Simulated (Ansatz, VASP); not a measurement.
One calculation of As, two programs

```
As
1.0
     3.55500    0.00000    0.00000
    -1.77750    3.07872    0.00000
     0.00000    0.00000   28.00000
As
2
Direct
  0.33333 0.66667 0.52661
  0.66667 0.33333 0.47339
```

Alike in both runs: task single point; functional PBE; k mesh 9 × 9 × 1; occupations gaussian, width 0.02 eV; no spin polarisation.

```csv
,VASP,Ansatz
version,VASP 6.6.1,Ansatz 0.2.0
potentials or method,"VASP PAW PBE potentials, release 64 (As), cutoff 520 eV","scalar-relativistic, plane waves, PAW"
valence electrons in the cell,10,30
```

```csv
,VASP,Ansatz,Ansatz less VASP
gap on the k mesh at the Fermi level (eV),1.10,1.10,-0.003
least direct gap on the mesh (eV),1.92,1.92,+0.008
rms of the force components (eV/Å),0.574,0.614,+0.0398
```

Atom by atom the forces differ by 0.040 eV/Å (rms over components). VASP's potentials hold 10 valence electrons a cell and Ansatz's 30, so a difference there can come from the potentials and not from the codes.
